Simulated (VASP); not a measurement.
# Ti5Si in VASP: further runs

The runs below take Ti5Si through single point, with PBE.

Program: VASP 6.6.1. These are calculated values, not measurements. Logs are shortened: lines on timing, memory, paths and dates and some standing lists are left out, and cuts for length are marked.

**1. The cell of the first run**

The structure is trigonal, space group R32 (No. 155). The conventional cell has a = 5.048 Å, b = 5.048 Å, c = 13.315 Å, α = 90.00°, β = 90.00°, γ = 120.00°. Within 3.7 Å of Ti (site symmetry 3) lie 12 Ti at 2.84 to 3.66 Å and 3 Si at 2.92 Å. Ti (site symmetry 2) has 10 Ti at 2.68 to 3.46 Å and 2 Si at 2.71 Å within 3.5 Å. Within 3.6 Å of Si (site symmetry 32) lie 12 Ti at 2.71 to 2.92 Å.

**2. Single point, PBE**

File INCAR:

```
SYSTEM = Ti5Si
ALGO     = Fast           ! electronic algorithm
EDIFF    = 1E-7           ! SCF threshold, eV
ENCUT    = 520            ! plane-wave cutoff, eV
GGA      = PE             ! functional
ISIF     = 2              ! what is computed and relaxed
ISMEAR   = 0              ! smearing method
LASPH    = .TRUE.         ! aspherical terms in the spheres
LCHARG   = .FALSE.        ! write CHGCAR
LREAL    = .FALSE.        ! projectors in reciprocal space
LWAVE    = .FALSE.        ! write WAVECAR
NBANDS   = 41             ! bands
NELM     = 100            ! most SCF steps
PREC     = Accurate       ! precision mode
SIGMA    = 0.1            ! smearing width, eV
```

File KPOINTS:

```
k-points
0
G
  12 12 12
  0 0 0
```

File POSCAR:

```
Ti5Si
1.0
    2.5242456758      1.4573739204      4.4383588879
   -2.5242456758      1.4573739204      4.4383588879
    0.0000000000     -2.9147478408      4.4383588878
Ti Si
5 1
Direct
    0.1513621525      0.1513621525      0.1513621525
    0.6045557541      0.3954442459      0.0000000000
    0.0000000000      0.6045557541      0.3954442459
    0.8486378475      0.8486378475      0.8486378475
    0.3954442459      0.0000000000      0.6045557541
    0.5000000000      0.5000000000      0.5000000000
```

Potentials or basis: VASP PAW PBE potentials, release 64 (Ti_sv, Si).

On the command line:

```bash
> cat potpaw_PBE.64/Ti_sv/POTCAR potpaw_PBE.64/Si/POTCAR > POTCAR
> mpirun -np 1 vasp_std > vasp.out
```

OUTCAR:

```text
SYSTEM = Ti5Si
   EDIFF = 1E-7
   ENCUT = 520
   GGA = PE
   ISIF = 2
   ISMEAR = 0
   LASPH = .TRUE.
   LREAL = .FALSE.
   NELM = 100
   PREC = Accurate

 ion  position               nearest neighbor table
   1  0.151  0.151  0.151-   5 2.84   2 2.84   3 2.84   5 2.88   3 2.88   2 2.88   6 2.92   6 2.92
                             6 2.92
   2  0.605  0.395  0.000-   5 2.68   3 2.68   5 2.68   3 2.68   6 2.71   6 2.71   4 2.84   1 2.84
                             4 2.88   1 2.88
   3  0.000  0.605  0.395-   2 2.68   2 2.68   5 2.68   5 2.68   6 2.71   6 2.71   4 2.84   1 2.84
                             4 2.88   1 2.88
   4  0.849  0.849  0.849-   3 2.84   2 2.84   5 2.84   3 2.88   5 2.88   2 2.88   6 2.92   6 2.92
                             6 2.92
   5  0.395  0.000  0.605-   2 2.68   2 2.68   3 2.68   3 2.68   6 2.71   6 2.71   1 2.84   4 2.84
                             1 2.88   4 2.88
   6  0.500  0.500  0.500-   2 2.71   2 2.71   5 2.71   3 2.71   5 2.71   3 2.71   1 2.92   4 2.92
                             4 2.92   1 2.92   1 2.92   4 2.92

  LATTYP: Found a trigonal (rhomboedric) cell.
 ALAT       =     5.3098761373
 COS(alpha) =     0.5480145478

  Lattice vectors:

 A1 = (   2.5242456758,   1.4573739204,   4.4383588879)
 A2 = (  -2.5242456758,   1.4573739204,   4.4383588879)
 A3 = (   0.0000000000,  -2.9147478408,   4.4383588878)

Analysis of symmetry for initial positions (statically):
=====================================================================
 Subroutine PRICEL returns:
 Original cell was already a primitive cell.

 Routine SETGRP: Setting up the symmetry group for a
 trigonal (rhombohedral) supercell.

 Subroutine GETGRP returns: Found  6 space group operations
 (whereof  6 operations were pure point group operations)
 out of a pool of 12 trial point group operations.

The static configuration has the point symmetry D_3 .

Analysis of symmetry for dynamics (positions and initial velocities):
=====================================================================
 Subroutine PRICEL returns:
 Original cell was already a primitive cell.

 Routine SETGRP: Setting up the symmetry group for a
 trigonal (rhombohedral) supercell.

 Subroutine GETGRP returns: Found  6 space group operations
 (whereof  6 operations were pure point group operations)
 out of a pool of 12 trial point group operations.

The dynamic configuration has the point symmetry D_3 .

 Subroutine INISYM returns: Found  6 space group operations
 (whereof  6 operations are pure point group operations),
 and found     1 'primitive' translations

----------------------------------------------------------------------------------------

                                     Primitive cell

  volume of cell :      97.9662

  direct lattice vectors                    reciprocal lattice vectors
     2.524245676  1.457373920  4.438358888     0.198078977  0.114360950  0.075102835
    -2.524245676  1.457373920  4.438358888    -0.198078977  0.114360950  0.075102835
     0.000000000 -2.914747841  4.438358888     0.000000000 -0.228721901  0.075102835

  length of vectors
     5.309876137  5.309876137  5.309876137     0.240736669  0.240736669  0.240736669

  position of ions in fractional coordinates (direct lattice)
     0.151362152  0.151362152  0.151362152
     0.604555754  0.395444246  0.000000000
     0.000000000  0.604555754  0.395444246
     0.848637848  0.848637848  0.848637848
     0.395444246  0.000000000  0.604555754
     0.500000000  0.500000000  0.500000000

  ion indices of the primitive-cell ions
   primitive index   ion index
                 1           1
                 2           2
                 3           3
                 4           4
                 5           5
                 6           6

----------------------------------------------------------------------------------------

 KPOINTS: k-points

Automatic generation of k-mesh.
 Grid dimensions read from file:
 generate k-points for:   12   12   12

 Generating k-lattice:

  Cartesian coordinates                     Fractional coordinates (reciprocal lattice)
     0.016506581  0.009530079  0.006258570     0.083333333  0.000000000 -0.000000000
    -0.016506581  0.009530079  0.006258570     0.000000000  0.083333333 -0.000000000
     0.000000000 -0.019060158  0.006258570    -0.000000000 -0.000000000  0.083333333

  Length of vectors
     0.020061389  0.020061389  0.020061389

  Shift w.r.t. Gamma in fractional coordinates (k-lattice)
     0.000000000  0.000000000  0.000000000

 Subroutine IBZKPT returns following result:
 ===========================================

 Found    189 irreducible k-points:

 Following reciprocal coordinates:
            Coordinates               Weight
  0.000000  0.000000  0.000000      1.000000
  0.083333 -0.000000  0.000000      6.000000
  0.166667  0.000000 -0.000000      6.000000
  0.250000  0.000000  0.000000      6.000000
  0.333333  0.000000 -0.000000      6.000000
  0.416667 -0.000000  0.000000      6.000000
[... 16 lines left out ...]
  0.500000  0.166667 -0.000000     12.000000
 -0.416667  0.166667 -0.000000     12.000000
 [... further k-points ...]
   k-points           NKPTS =    189   k-points in BZ     NKDIM =    189   number of bands    NBANDS=     41
   number of dos      NEDOS =    301   number of ions     NIONS =      6
   total plane-waves  NPLWV =  64000
   dimension x,y,z NGX =    40 NGY =   40 NGZ =   40
   dimension x,y,z NGXF=    80 NGYF=   80 NGZF=   80
   ions per type =               5   1
   NGX,Y,Z   is equivalent  to a cutoff of  12.52, 12.52, 12.52 a.u.
   NGXF,Y,Z  is equivalent  to a cutoff of  25.05, 25.05, 25.05 a.u.
 SYSTEM =  Ti5Si
   PREC   = accura    normal or accurate (medium, high low for compatibility)
   ISTART =      0    job   : 0-new  1-cont  2-samecut
   ICHARG =      2    charge: 1-file 2-atom 10-const
   ISPIN  =      1    spin polarized calculation?
   LNONCOLLINEAR =      F non collinear calculations
   LSORBIT =      F    spin-orbit coupling
   LASPH  =      T    aspherical Exc in radial PAW
   ENCUT  =  520.0 eV  38.22 Ry    6.18 a.u.   9.87  9.87  9.87*2*pi/ulx,y,z
   NELM   =    100;   NELMIN=  2; NELMDL= -5     # of ELM steps
   EDIFF  = 0.1E-06   stopping-criterion for ELM
   LREAL  =      F    real-space projection
   EDIFFG = 0.1E-05   stopping-criterion for IOM
   NSW    =      0    number of steps for IOM
   IBRION =     -1    ionic relax: 0-MD 1-quasi-New 2-CG
   NFREE  =      0    steps in history (QN), initial steepest desc. (CG)
   ISIF   =      2    stress and relaxation
   ISYM   =      2    0-nonsym 1-usesym 2-fastsym
   POTIM  = 0.5000    time-step for ionic-motion
   TEBEG  =    0.0;   TEEND  =   0.0 temperature during run
   PSTRESS=    0.0 pullay stress
   NELECT =      64.0000    total number of electrons
   NUPDOWN=      -1.0000    fix difference up-down
   EMIN   =  10.00;   EMAX   =-10.00  energy-range for DOS
   EFERMI =   0.00;   METHOD = LEGACY
   ISMEAR =     0;   SIGMA  =   0.10  broadening in eV -4-tet -1-fermi 0-gaus
   EFERMI_NEDOS =   21; number of points for ismear=-14 and -15
   IALGO  =     68    algorithm
   IMIX   =      4    mixing-type and parameters
     AMIX     =   0.40;   BMIX     =  1.00
     AMIX_MAG =   1.60;   BMIX_MAG =  1.00
  volume/ion in A,a.u.               =      16.33       110.18
  Fermi-wavevector in a.u.,A,eV,Ry     =   1.420505  2.684365 27.454300  2.017834
  Thomas-Fermi vector in A             =   2.541413
   LORBIT       =      0    0 simple, 1 ext, 2 COOP (PROOUT), +10 PAW based schemes
   GGA     = PE    functional components
   LHFCALC =     F    Hartree Fock is set to
   AEXX    =    0.0000 exact exchange contribution
   IVDW    =     0    specifies the selected vdW correction
   LEPSILON=     F    determine dielectric tensor
   LRPA    =     F    only Hartree local field effects (RPA)
 non-spin polarized calculation
 RMM-DIIS sequential band-by-band and
 Gauss-broadening in eV      SIGMA  =   0.10
  energy-cutoff  :      520.00
  volume of cell :       97.97
 maximum number of plane-waves:      2664
   NGX = 19   NGY = 19   NGZ = 19

 number of electron      63.9999999 magnetization

 Free energy of the ion-electron system (eV)
  ---------------------------------------------------
  ext. energy  EPLUGINS =         0.00000000
  ---------------------------------------------------
  free energy    TOTEN  =       -46.37741579 eV

  energy without entropy =      -46.35156649  energy(sigma->0) =      -46.36449114

 E-fermi :   8.7702     XC(G=0): -11.5958

 val. band max:        8.7608289927   @ k =  -0.4167   0.5000   0.1667
 cond. band min:       8.7713877925   @ k =  -0.2500  -0.2500   0.1667
 fundamental gap:      0.0105587997
 Fermi energy:         8.7702236225

 k-point     1 :       0.0000    0.0000    0.0000
  band No.  band energies     occupation
      1     -48.0025      2.00000
      2     -47.9297      2.00000
      3     -47.7927      2.00000
      4     -47.6599      2.00000
      5     -47.6599      2.00000
      6     -24.4876      2.00000
[... 33 lines left out ...]
     40      10.5266      0.00000
     41      10.5543      0.00000

 k-point     2 :       0.0833   -0.0000    0.0000
  band No.  band energies     occupation
      1     -48.0010      2.00000
      2     -47.9306      2.00000
      3     -47.7912      2.00000
      4     -47.6621      2.00000
      5     -47.6599      2.00000
      6     -24.4854      2.00000
[... 33 lines left out ...]
     40      10.4859      0.00000
     41      10.6319      0.00000

 k-point     3 :       0.1667    0.0000   -0.0000
  band No.  band energies     occupation
      1     -47.9967      2.00000
      2     -47.9330      2.00000
      3     -47.7868      2.00000
      4     -47.6686      2.00000
      5     -47.6600      2.00000
      6     -24.4803      2.00000
[... 33 lines left out ...]
     40      10.5098      0.00000
     41      10.6978      0.00000

 k-point     4 :       0.2500    0.0000    0.0000
  band No.  band energies     occupation
      1     -47.9902      2.00000
      2     -47.9370      2.00000
      3     -47.7797      2.00000
      4     -47.6786      2.00000
      5     -47.6600      2.00000
      6     -24.4784      2.00000
[... 825 lines left out ...]
     40      10.5887      0.00000
     41      10.7193      0.00000

 k-point    23 :       0.5000    0.1667   -0.0000
  band No.  band energies     occupation
      1     -47.9712      2.00000
      2     -47.9497      2.00000
      3     -47.7574      2.00000
      4     -47.7080      2.00000
      5     -47.6600      2.00000
      6     -24.4653      2.00000
[... 33 lines left out ...]
     40      10.4987      0.00000
     41      10.7071      0.00000

 k-point    24 :      -0.4167    0.1667   -0.0000
  band No.  band energies     occupation
      1     -47.9690      2.00000
      2     -47.9520      2.00000
      3     -47.7512      2.00000
      4     -47.7141      2.00000
      5     -47.6600      2.00000
      6     -24.4623      2.00000
[... 33 lines left out ...]
     40      10.5259      0.00000
     41      10.7344      0.00000

 [... further k-points ...]

------------------------ aborting loop because EDIFF is reached ----------------------------------------

  FORCE on cell =-STRESS in cart. coord.  units (eV):
  Direction    XX          YY          ZZ          XY          YZ          ZX
  --------------------------------------------------------------------------------------
  -------------------------------------------------------------------------------------
  Total       -0.1105421     -0.1105421     -0.1223203      0.0000000     -0.0000000      0.0000000
  in kB       -1.8078482     -1.8078482     -2.0004741      0.0000000     -0.0000000      0.0000000
  external PRESSURE =      -1.8720568 kB  Pullay stress =       0.0000000 kB

 VOLUME and BASIS-vectors are now :
 -----------------------------------------------------------------------------
  energy-cutoff  :      520.00
  volume of cell :       97.97
      direct lattice vectors                 reciprocal lattice vectors
     2.524245676  1.457373920  4.438358888     0.198078977  0.114360950  0.075102835
    -2.524245676  1.457373920  4.438358888    -0.198078977  0.114360950  0.075102835
     0.000000000 -2.914747841  4.438358888     0.000000000 -0.228721901  0.075102835

 POSITION                                       TOTAL-FORCE (eV/Angst)
 -----------------------------------------------------------------------------------
      0.00000      0.00000      2.01540         0.000000      0.000000     -0.002097
      0.52785      1.45737      4.43836        -0.000020      0.000000      0.000000
     -1.52605     -0.27156      4.43836         0.000010     -0.000017     -0.000000
      0.00000      0.00000     11.29968         0.000000      0.000000      0.002097
      0.99820     -1.18582      4.43836         0.000010      0.000017      0.000000
      0.00000      0.00000      6.65754         0.000000      0.000000      0.000000
 -----------------------------------------------------------------------------------
    total drift:                                0.000000      0.000000     -0.000000

  FREE ENERGIE OF THE ION-ELECTRON SYSTEM (eV)
  ---------------------------------------------------
  free  energy   TOTEN  =       -46.3774157942 eV

  energy  without entropy=      -46.3515664931  energy(sigma->0) =      -46.36449114
```

Wall time 27 min (1 thread of Intel Xeon 6975P-C (Granite Rapids), shared host); peak memory 0.68 GiB.

Results:

| Quantity | Value |
| --- | --- |
| Free energy | -46.3774 eV |
| Pressure | -0.2 GPa |
| Band gap on the k mesh | zero (bands 32 and 33 overlap by 0.59 eV) |

Forces on the atoms (eV/Å):
```
Ti   0.000  0.000 -0.002
Ti   0.000  0.000  0.000
Ti   0.000  0.000  0.000
Ti   0.000  0.000  0.002
Ti   0.000  0.000  0.000
Si   0.000  0.000  0.000
```

Levels at points of the mesh, in eV from the Fermi level:
```csv
k point,band 30,band 31,band 32,band 33,band 34,band 35
"(0.00, 0.00, 0.00)",-0.90,-0.73,-0.11,-0.05,-0.05,1.06
"(0.50, 0.00, 0.00)",-0.74,-0.52,0.37,0.55,0.58,0.72
"(0.50, 0.50, 0.00)",-0.56,-0.37,-0.11,-0.06,0.65,0.71
"(0.50, 0.50, 0.50)",-0.58,-0.58,-0.16,0.26,0.26,0.87
```

(Part 1 of 2 ends here.)
